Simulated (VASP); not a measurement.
A run of VASP 6.6.1 is set up as follows.

Contents of INCAR:

```
PREC = Accurate
ENCUT = 520
EDIFF = 1E-8
ISMEAR = -1
SIGMA = 0.05
LREAL = False
LASPH = True
NELM = 80
ALGO = Normal
ISIF = 2
LWAVE = False
LCHARG = False
GGA = CA
LEFG = True
NBANDS = 8
```

File KPOINTS:

```
regular mesh
0
Gamma
  13 13 13
```

File POSCAR:

```
Li
1.0
   -1.7558139962      1.7558139962      1.7558139962
    1.7558139962     -1.7558139962      1.7558139962
    1.7558139962      1.7558139962     -1.7558139962
Li
1
Direct
    0.0000000000      0.0000000000      0.0000000000
```

Potentials or basis: VASP PAW LDA potentials, release 64 (Li_sv).

Run with:

```bash
$ cat potpaw_LDA.64/Li_sv/POTCAR > POTCAR
$ mpirun -np 1 vasp_std > vasp.out
```

Q: What does it give for the band gap on the k mesh?

A: Zero (an odd number of electrons rules out a gap without spin polarisation).
